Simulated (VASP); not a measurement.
# Ir (P-1) in VASP: a series of runs, part 2 of 2

VASP 6.6.1.

### 3 Single point, PBE

Contents of INCAR:

```
ALGO = Normal
EDIFF = 1E-6
ENCUT = 520
GGA = PE
ISIF = 2
ISMEAR = -1
LASPH = T
LCHARG = F
LREAL = F
LWAVE = F
NBANDS = 10
NELM = 80
PREC = Accurate
SIGMA = 0.05
```

Contents of KPOINTS:

```
k-points
0
Gamma
  12 13 11
```

Contents of POSCAR:

```
Ir
1.0
    0.0644692700      1.8373557400      1.7560488600
    1.9418131400      0.0774349900      1.7430831500
    2.1728248700      2.0554017600     -0.1535767500
Ir
1
Direct
    0.0000000000      0.0000000000      0.0000000000
```

Potentials or basis: VASP PAW PBE potentials, release 64 (Ir).

Run with:

```bash
> cat potpaw_PBE.64/Ir/POTCAR > POTCAR
> mpirun -np 1 vasp_std > vasp.out
```

OUTCAR:

```text
EDIFF = 1E-6
   ENCUT = 520
   GGA = PE
   ISIF = 2
   ISMEAR = -1
   LASPH = T
   LREAL = F
   NELM = 80
   PREC = Accurate

 ion  position               nearest neighbor table
   1  0.000  0.000  0.000-

  LATTYP: Found a triclinic cell.
 ALAT       =     2.7500977690
 B/A-ratio  =     2.2832312854
 C/A-ratio  =     1.0374029019
 COS(alpha) =     0.0088672219
 COS(beta)  =     0.5786771390
 COS(gamma) =     0.7696309043

  Lattice vectors:

 A1 = (  -0.2310117300,  -1.9779667700,   1.8966599000)
 A2 = (   3.5881452800,  -3.6604525300,   3.6267773400)
 A3 = (  -2.1083556000,  -0.2180460200,   1.9096256100)

Analysis of symmetry for initial positions (statically):
=====================================================================
 Subroutine PRICEL returns:
 Original cell was already a primitive cell.

 Routine SETGRP: Setting up the symmetry group for a
 triclinic supercell.

 Subroutine GETGRP returns: Found  2 space group operations
 (whereof  2 operations were pure point group operations)
 out of a pool of  2 trial point group operations.

The static configuration has the point symmetry S_2 .

Analysis of symmetry for dynamics (positions and initial velocities):
=====================================================================
 Subroutine PRICEL returns:
 Original cell was already a primitive cell.

 Routine SETGRP: Setting up the symmetry group for a
 triclinic supercell.

 Subroutine GETGRP returns: Found  2 space group operations
 (whereof  2 operations were pure point group operations)
 out of a pool of  2 trial point group operations.

The dynamic configuration has the point symmetry S_2 .

 Subroutine INISYM returns: Found  2 space group operations
 (whereof  2 operations are pure point group operations),
 and found     1 'primitive' translations

----------------------------------------------------------------------------------------

                                     Primitive cell

  volume of cell :      13.9883

  direct lattice vectors                    reciprocal lattice vectors
     0.064469270  1.837355740  1.756048860    -0.256973762  0.292074744  0.273296327
     1.941813140  0.077434990  1.743083150     0.278200963 -0.273477489  0.275926275
     2.172824870  2.055401760 -0.153576750     0.219231946  0.235735674 -0.254699073

  length of vectors
     2.542388641  2.610550386  2.994900688     0.475430387  0.477829490  0.410494302

  position of ions in fractional coordinates (direct lattice)
     0.000000000  0.000000000  0.000000000

  ion indices of the primitive-cell ions
   primitive index   ion index
                 1           1

----------------------------------------------------------------------------------------

 KPOINTS: k-points

Automatic generation of k-mesh.
 Grid dimensions read from file:
 generate k-points for:   12   13   11

 Generating k-lattice:

  Cartesian coordinates                     Fractional coordinates (reciprocal lattice)
    -0.021414480  0.024339562  0.022774694     0.083333333  0.000000000  0.000000000
     0.021400074 -0.021036730  0.021225098    -0.000000000  0.076923077 -0.000000000
     0.019930177  0.021430516 -0.023154461    -0.000000000  0.000000000  0.090909091

  Length of vectors
     0.039619199  0.036756115  0.037317664

  Shift w.r.t. Gamma in fractional coordinates (k-lattice)
     0.000000000  0.000000000  0.000000000

 Subroutine IBZKPT returns following result:
 ===========================================

 Found    859 irreducible k-points:

 Following reciprocal coordinates:
            Coordinates               Weight
  0.000000  0.000000  0.000000      1.000000
  0.083333  0.000000 -0.000000      2.000000
  0.166667 -0.000000 -0.000000      2.000000
  0.250000  0.000000  0.000000      2.000000
  0.333333  0.000000  0.000000      2.000000
  0.416667  0.000000 -0.000000      2.000000
[... 16 lines left out ...]
  0.250000  0.153846  0.000000      2.000000
  0.333333  0.153846 -0.000000      2.000000
 [... further k-points ...]
   k-points           NKPTS =    859   k-points in BZ     NKDIM =    859   number of bands    NBANDS=     10
   number of dos      NEDOS =    301   number of ions     NIONS =      1
   total plane-waves  NPLWV =   9600
   dimension x,y,z NGX =    20 NGY =   20 NGZ =   24
   dimension x,y,z NGXF=    40 NGYF=   40 NGZF=   48
   ions per type =               1
   NGX,Y,Z   is equivalent  to a cutoff of  13.08, 12.74, 13.32 a.u.
   NGXF,Y,Z  is equivalent  to a cutoff of  26.16, 25.47, 26.64 a.u.
 SYSTEM =  unknown system
   PREC   = accura    normal or accurate (medium, high low for compatibility)
   ISTART =      0    job   : 0-new  1-cont  2-samecut
   ICHARG =      2    charge: 1-file 2-atom 10-const
   ISPIN  =      1    spin polarized calculation?
   LNONCOLLINEAR =      F non collinear calculations
   LSORBIT =      F    spin-orbit coupling
   LASPH  =      T    aspherical Exc in radial PAW
   ENCUT  =  520.0 eV  38.22 Ry    6.18 a.u.   4.73  4.85  5.57*2*pi/ulx,y,z
   NELM   =     80;   NELMIN=  2; NELMDL= -5     # of ELM steps
   EDIFF  = 0.1E-05   stopping-criterion for ELM
   LREAL  =      F    real-space projection
   EDIFFG = 0.1E-04   stopping-criterion for IOM
   NSW    =      0    number of steps for IOM
   IBRION =     -1    ionic relax: 0-MD 1-quasi-New 2-CG
   NFREE  =      0    steps in history (QN), initial steepest desc. (CG)
   ISIF   =      2    stress and relaxation
   ISYM   =      2    0-nonsym 1-usesym 2-fastsym
   POTIM  = 0.5000    time-step for ionic-motion
   TEBEG  =    0.0;   TEEND  =   0.0 temperature during run
   PSTRESS=    0.0 pullay stress
   NELECT =       9.0000    total number of electrons
   NUPDOWN=      -1.0000    fix difference up-down
   EMIN   =  10.00;   EMAX   =-10.00  energy-range for DOS
   EFERMI =   0.00;   METHOD = LEGACY
   ISMEAR =    -1;   SIGMA  =   0.05  broadening in eV -4-tet -1-fermi 0-gaus
   EFERMI_NEDOS =   21; number of points for ismear=-14 and -15
   IALGO  =     38    algorithm
   IMIX   =      4    mixing-type and parameters
     AMIX     =   0.40;   BMIX     =  1.00
     AMIX_MAG =   1.60;   BMIX_MAG =  1.00
  volume/ion in A,a.u.               =      13.99        94.40
  Fermi-wavevector in a.u.,A,eV,Ry     =   1.413299  2.670747 27.176453  1.997413
  Thomas-Fermi vector in A             =   2.534959
   LORBIT       =      0    0 simple, 1 ext, 2 COOP (PROOUT), +10 PAW based schemes
   GGA     = PE    functional components
   LHFCALC =     F    Hartree Fock is set to
   AEXX    =    0.0000 exact exchange contribution
   IVDW    =     0    specifies the selected vdW correction
   LEPSILON=     F    determine dielectric tensor
   LRPA    =     F    only Hartree local field effects (RPA)
 non-spin polarized calculation
  energy-cutoff  :      520.00
  volume of cell :       13.99
 maximum number of plane-waves:       389
   NGX =  9   NGY =  9   NGZ = 11

 number of electron       9.0000000 magnetization

 Free energy of the ion-electron system (eV)
  ---------------------------------------------------
  ext. energy  EPLUGINS =         0.00000000
  ---------------------------------------------------
  free energy    TOTEN  =        -8.39506446 eV

  energy without entropy =       -8.38488284  energy(sigma->0) =       -8.38997365

 E-fermi :  10.4747     XC(G=0): -14.0206

 val. band max:       10.4700545551   @ k =   0.5000  -0.0769   0.3636
 cond. band min:      10.4808652443   @ k =   0.0833   0.1538   0.1818
 fundamental gap:      0.0108106892
 Fermi energy:        10.4747121911

 k-point     1 :       0.0000    0.0000    0.0000
  band No.  band energies     occupation
      1      -0.6328      2.00000
      2       5.0576      2.00000
      3       6.7850      2.00000
      4       7.3390      2.00000
      5       9.2881      2.00000
      6      10.5479      0.37576
      7      24.3891      0.00000
      8      27.7173      0.00000
      9      32.4690      0.00000
     10      33.3007      0.00000
[... 287 lines left out ...]
 k-point    24 :       0.3333    0.1538   -0.0000
  band No.  band energies     occupation
      1       3.1205      2.00000
      2       5.2460      2.00000
      3       6.4595      2.00000
      4       7.8212      2.00000
      5      10.0830      1.99921
      6      10.7160      0.01593
      7      24.8522      0.00000
      8      27.7707      0.00000
      9      28.5532      0.00000
     10      33.1705      0.00000

 [... further k-points ...]

------------------------ aborting loop because EDIFF is reached ----------------------------------------

  FORCE on cell =-STRESS in cart. coord.  units (eV):
  Direction    XX          YY          ZZ          XY          YZ          ZX
  --------------------------------------------------------------------------------------
  -------------------------------------------------------------------------------------
  Total        1.6244668      3.2148340      2.8594567     -2.2715155      2.0852982      1.8272274
  in kB      186.0613605    368.2170671    327.5132560   -260.1723023    238.8435597    209.2849316
  external PRESSURE =     293.9305612 kB  Pullay stress =       0.0000000 kB

 VOLUME and BASIS-vectors are now :
 -----------------------------------------------------------------------------
  energy-cutoff  :      520.00
  volume of cell :       13.99
      direct lattice vectors                 reciprocal lattice vectors
     0.064469270  1.837355740  1.756048860    -0.256973762  0.292074744  0.273296327
     1.941813140  0.077434990  1.743083150     0.278200963 -0.273477489  0.275926275
     2.172824870  2.055401760 -0.153576750     0.219231946  0.235735674 -0.254699073

 POSITION                                       TOTAL-FORCE (eV/Angst)
 -----------------------------------------------------------------------------------
      0.00000      0.00000      0.00000         0.000000      0.000000      0.000000
 -----------------------------------------------------------------------------------
    total drift:                                0.000000     -0.000000      0.000000

  FREE ENERGIE OF THE ION-ELECTRON SYSTEM (eV)
  ---------------------------------------------------
  free  energy   TOTEN  =        -8.3950644628 eV

  energy  without entropy=       -8.3848828405  energy(sigma->0) =       -8.38997365
```

OSZICAR:

```text
N       E                     dE             d eps       ncg     rms          rms(c)
DAV:   1     0.490820207578E+02    0.49082E+02   -0.44093E+03 17332   0.824E+02
DAV:   2    -0.799690068539E+01   -0.57079E+02   -0.54480E+02 17572   0.199E+02
DAV:   3    -0.888274329251E+01   -0.88584E+00   -0.88256E+00 20080   0.301E+01
DAV:   4    -0.889094957109E+01   -0.82063E-02   -0.82046E-02 19710   0.269E+00
DAV:   5    -0.889110867012E+01   -0.15910E-03   -0.15910E-03 19990   0.357E-01    0.167E+01
DAV:   6    -0.848471648186E+01    0.40639E+00   -0.66927E-01 19468   0.100E+01    0.735E+00
DAV:   7    -0.840112799623E+01    0.83588E-01   -0.24114E-01 21866   0.552E+00    0.162E+00
DAV:   8    -0.839518187425E+01    0.59461E-02   -0.61873E-03 19004   0.109E+00    0.323E-01
DAV:   9    -0.839505671937E+01    0.12515E-03   -0.11265E-04 20222   0.812E-02    0.247E-02
DAV:  10    -0.839506409058E+01   -0.73712E-05   -0.50834E-06 19618   0.189E-02    0.283E-03
DAV:  11    -0.839506446283E+01   -0.37225E-06   -0.22103E-07 10342   0.563E-03
   1 F= -.83950645E+01 E0= -.83899737E+01  d E =-.101816E-01
```

stdout:

```text
POSCAR found type information on POSCAR Ir
 POSCAR found :  1 types and       1 ions
 scaLAPACK will be used
 LDA part: xc-table for (Slater+PW92), standard interpolation
 POSCAR, INCAR and KPOINTS ok, starting setup
 FFT: planning ... GRIDC
 FFT: planning ... GRID_SOFT
 FFT: planning ... GRID
 WAVECAR not read
 entering main loop
```

Run time: 1.9 min. Hardware: 1 thread of Intel Xeon 8259CL, shared host; peak memory 0.24 GiB.

What came out:

```
Free energy            : -8.3951 eV
Pressure               : 29.4 GPa
Band gap on the k mesh : zero (an odd number of electrons rules out a gap without spin polarisation)
```

Caveat: the cell stands under pressure; spin-orbit coupling is left out, which moves the levels of the heavy elements.

### 4 Single point, PBE (the cell strained at random)

Contents of INCAR:

```
PREC = Accurate
ENCUT = 500
EDIFF = 1E-6
ISMEAR = -1
SIGMA = 0.05
LREAL = False
LASPH = True
NELM = 120
ALGO = Normal
ISIF = 2
LWAVE = False
LCHARG = False
GGA = PE
NBANDS = 10
GGA_COMPAT = False
```

Contents of KPOINTS:

```
Automatic mesh
0
Gamma
  12 13 11
```

Contents of POSCAR:

```
Ir
1.0
    0.0521870000      1.8384880000      1.7485630000
    1.9316730000      0.0705750000      1.7296710000
    2.1685350000      2.0571090000     -0.1684220000
Ir
1
Direct
    0.0099160000     -0.0079280000      0.0077910000
```

Potentials or basis: VASP PAW PBE potentials, release 64 (Ir).

Run with:

```bash
> cat potpaw_PBE.64/Ir/POTCAR > POTCAR
> mpirun -np 1 vasp_std > vasp.out
```

OUTCAR:

```text
PREC = Accurate
   ENCUT = 500
   EDIFF = 1E-6
   ISMEAR = -1
   LREAL = False
   LASPH = True
   NELM = 120
   ISIF = 2
   GGA = PE

 ion  position               nearest neighbor table
   1  0.010  0.992  0.008-

  LATTYP: Found a triclinic cell.
 ALAT       =     2.7577487153
 B/A-ratio  =     2.2752577566
 C/A-ratio  =     1.0384687278
 COS(alpha) =     0.0088522169
 COS(beta)  =     0.5791779129
[... 495 lines left out ...]
      7      24.7602      0.00000
      8      27.7812      0.00000
      9      28.5531      0.00000
     10      33.2536      0.00000

 [... further k-points ...]

------------------------ aborting loop because EDIFF is reached ----------------------------------------

  FORCE on cell =-STRESS in cart. coord.  units (eV):
  Direction    XX          YY          ZZ          XY          YZ          ZX
  --------------------------------------------------------------------------------------
  -------------------------------------------------------------------------------------
  Total        1.7044962      3.1181953      3.0546652     -2.1416377      2.1959695      2.0619381
  in kB      195.2277286    357.1484516    349.8719111   -245.2965672    251.5195666    236.1680225
  external PRESSURE =     300.7493638 kB  Pullay stress =       0.0000000 kB

 VOLUME and BASIS-vectors are now :
 -----------------------------------------------------------------------------
  energy-cutoff  :      500.00
  volume of cell :       13.99
      direct lattice vectors                 reciprocal lattice vectors
     0.052187000  1.838488000  1.748563000    -0.255213763  0.291399715  0.273129399
     1.931673000  0.070575000  1.729671000     0.279278031 -0.271699057  0.277336747
     2.168535000  2.057109000 -0.168422000     0.218509274  0.235009560 -0.253617170

 POSITION                                       TOTAL-FORCE (eV/Angst)
 -----------------------------------------------------------------------------------
      1.93377      0.10427      1.73198        -0.000000      0.000000      0.000000
 -----------------------------------------------------------------------------------
    total drift:                                0.000000      0.000000      0.000000

  FREE ENERGIE OF THE ION-ELECTRON SYSTEM (eV)
  ---------------------------------------------------
  free  energy   TOTEN  =        -8.3760362748 eV

  energy  without entropy=       -8.3658107262  energy(sigma->0) =       -8.37092350
```

stdout:

```text
POSCAR found type information on POSCAR Ir
 POSCAR found :  1 types and       1 ions
 scaLAPACK will be used
 LDA part: xc-table for (Slater+PW92), standard interpolation
 POSCAR, INCAR and KPOINTS ok, starting setup
 FFT: planning ... GRIDC
 FFT: planning ... GRID_SOFT
 FFT: planning ... GRID
 WAVECAR not read
 entering main loop
```

Wall time 76 s (1 thread of Intel Xeon 8259CL, shared host); peak memory 0.24 GiB.

Results:

```
Free energy            : -8.3760 eV
Pressure               : 30.1 GPa
Band gap on the k mesh : zero (an odd number of electrons rules out a gap without spin polarisation)
```

Caveat: the cell differs from its parent crystal (the cell strained at random); the cell stands under pressure; spin-orbit coupling is left out, which moves the levels of the heavy elements.

### 5 Single point, r2SCAN+D3(BJ)

Contents of POSCAR:

```
Ir
1.0
    0.0644692700      1.8373557400      1.7560488600
    1.9418131400      0.0774349900      1.7430831500
    2.1728248700      2.0554017600     -0.1535767500
Ir
1
Direct
    0.0000000000      0.0000000000      0.0000000000
```

Contents of INCAR.step1:

```
ALGO     = Normal         # electronic algorithm
EDIFF    = 1E-4           # SCF threshold, eV
ENCUT    = 520            # plane-wave cutoff, eV
GGA      = PE             # functional
ISMEAR   = -1             # smearing method
LASPH    = T              # aspherical terms in the spheres
LCHARG   = F              # write CHGCAR
LREAL    = F              # projectors in reciprocal space
LWAVE    = T              # write WAVECAR
NBANDS   = 10             # bands
NELM     = 80             # most SCF steps
PREC     = Accurate       # precision mode
SIGMA    = 0.05           # smearing width, eV
```

Contents of INCAR.step2:

```
ALGO     = Normal         # electronic algorithm
EDIFF    = 1E-6           # SCF threshold, eV
ENCUT    = 520            # plane-wave cutoff, eV
ISIF     = 2              # what is computed and relaxed
ISMEAR   = -1             # smearing method
ISTART   = 1            
IVDW     = 12             # dispersion correction
LASPH    = T              # aspherical terms in the spheres
LCHARG   = T              # write CHGCAR
LELF     = T              # ELF
LMIXTAU  = T            
LREAL    = F              # projectors in reciprocal space
LVHAR    = T            
LWAVE    = F              # write WAVECAR
METAGGA  = R2SCAN         # meta-GGA
NBANDS   = 10             # bands
NELM     = 80             # most SCF steps
PREC     = Accurate       # precision mode
SIGMA    = 0.05           # smearing width, eV
VDW_A1   = 0.49484001   
VDW_A2   = 5.73083694   
VDW_S6   = 1.0          
VDW_S8   = 0.78981345
```

Contents of KPOINTS:

```
k-points
0
Gamma
  12 13 11
```

Run with:

```bash
> cat potpaw_PBE.64/Ir/POTCAR > POTCAR
> cp INCAR.step1 INCAR
> mpirun -np 1 vasp_std > vasp.out
> cp INCAR.step2 INCAR
> mpirun -np 1 vasp_std > vasp.out
```

Run time: 9.1 min. Hardware: 1 thread of Intel Xeon 8259CL, shared host; peak memory 0.26 GiB.

The run converged. Its results:

```yaml
Free_energy: -52.2714 eV
Pressure: 20.3 GPa
Band_gap_on_the_k_mesh: zero (an odd number of electrons rules out a gap without spin polarisation)
Dispersion_energy_per_atom: -0.350 eV
```

Stress tensor (GPa, compression positive):
```
  9.03 -25.86  21.13
-25.86  28.00  24.22
 21.13  24.22  23.80
```

Levels at points of the mesh, in eV from the Fermi level:
```tsv
k point	band 2	band 3	band 4	band 5	band 6	band 7
(0.00, 0.00, 0.00)	-5.59	-3.81	-3.24	-1.26	0.02	14.67
(0.50, 0.00, 0.00)	-5.61	-2.65	0.20	0.29	2.28	9.46
```

Caveat: three body term missing; the cell stands under pressure; the PAW data sets were made with another functional, which shifts forces and pressure a little; spin-orbit coupling is left out, which moves the levels of the heavy elements.

### 6 Summary

| level | cell | cutoff (eV) | smearing | gap on the mesh (eV) | pressure (GPa) |
| --- | --- | --- | --- | --- | --- |
| PBE | a = 2.542, b = 2.611, c = 2.995 Å, angles 58.3, 61.4, 59.9°, 1 atom | 520 | gaussian 0.011 eV | none | 29.3 |
| PBE | a = 2.542, b = 2.611, c = 2.995 Å, angles 58.3, 61.4, 59.9°, 1 atom | 520 | fermi-dirac 0.05 eV | none | 29.4 |
| PBE | a = 2.538, b = 2.594, c = 2.994 Å, angles 58.6, 61.7, 60.4°, 1 atom | 500 | fermi-dirac 0.05 eV | none | 30.1 |
| r2SCAN+D3(BJ) | a = 2.542, b = 2.611, c = 2.995 Å, angles 58.3, 61.4, 59.9°, 1 atom | 520 | fermi-dirac 0.05 eV | none | 20.3 |

Alike in all rows: task single point; potentials or basis VASP PAW PBE potentials, release 64 (Ir); no spin polarisation; k mesh 12 × 13 × 11.

The pressure there spans 20.3 GPa (r2SCAN+D3(BJ)) to 29.4 GPa (PBE); a positive pressure means that this level wants a larger cell, a negative one a smaller.

Caveats: the cell stands under pressure; spin-orbit coupling is left out, which moves the levels of the heavy elements; three body term missing (at least some runs); the PAW data sets were made with another functional, which shifts forces and pressure a little (at least some runs).

Absolute energies hang on the potentials; compare differences alone.
